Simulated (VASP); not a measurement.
BN:

```
B N
1.0
     2.17379    0.00000    0.00000
     0.00000    2.45371    0.00000
     0.00000    0.00000    5.66932
B N
3 3
Direct
  0.50000 0.50000 0.17805
  0.50000 0.50000 0.82195
  0.00000 0.00000 0.50000
  0.50000 0.00000 0.32195
  0.00000 0.50000 0.00000
  0.50000 0.00000 0.67805
```

```yaml
Program: VASP 6.6.1
Task: relaxation of cell and atoms
Functional: PBE
Potentials_or_basis: VASP PAW PBE potentials, release 64 (B, N)
Cutoff: 600 eV
k_mesh: 8 × 8 × 4
Occupations: gaussian, width 0.1 eV
Spin: no spin polarisation
```

At the start: pressure 119.0 GPa; volume 5.04 Å³/atom.

Q: How do energy, volume and symmetry change on relaxing?

A: Over 12 steps the energy falls by 494.6 meV/atom and the volume is 6.30 Å³/atom (+25.0 %); space group Pmmm (No. 47, to 0.05 Å).

Step by step:
```tsv
step	energy change (eV)	largest force (eV/Å)	pressure (GPa)	volume (Å³)
1	0.0000	2.8947	118.96	30.24
2	0.1018	1.9294	-53.62	49.45
3	-2.8775	1.4510	-3.40	38.14
4	-2.8872	1.4016	-0.04	37.75
5	-2.8883	1.3790	1.41	37.59
6	-2.8732	1.7236	-3.33	38.23
7	-2.9615	0.3047	-1.31	37.90
8	-2.9615	0.3190	-1.36	37.91
9	-2.9664	0.1033	1.03	37.70
10	-2.9673	0.0511	0.35	37.76
11	-2.9674	0.0448	-0.09	37.81
12	-2.9675	0.0157	0.07	37.80
```

Final structure:
```cif
data_structure
_symmetry_space_group_name_H-M 'P 1'
_symmetry_Int_Tables_number 1
_cell_length_a 2.4495
_cell_length_b 2.5694
_cell_length_c 6.0053
_cell_angle_alpha 90.000
_cell_angle_beta 90.000
_cell_angle_gamma 90.000
_cell_volume 37.80
loop_
_atom_site_label
_atom_site_type_symbol
_atom_site_fract_x
_atom_site_fract_y
_atom_site_fract_z
_atom_site_occupancy
B1 B 0.50000 0.50000 0.16806 1
B2 B 0.50000 0.50000 0.83194 1
B3 B 0.00000 0.00000 0.50000 1
N1 N 0.50000 0.00000 0.31386 1
N2 N 0.00000 0.50000 0.00000 1
N3 N 0.50000 0.00000 0.68614 1
```

Caveat: the k points lie up to 0.32 Å⁻¹ apart in the final cell; the volume moved by over 15 % at a fixed basis, so the end points are rough.
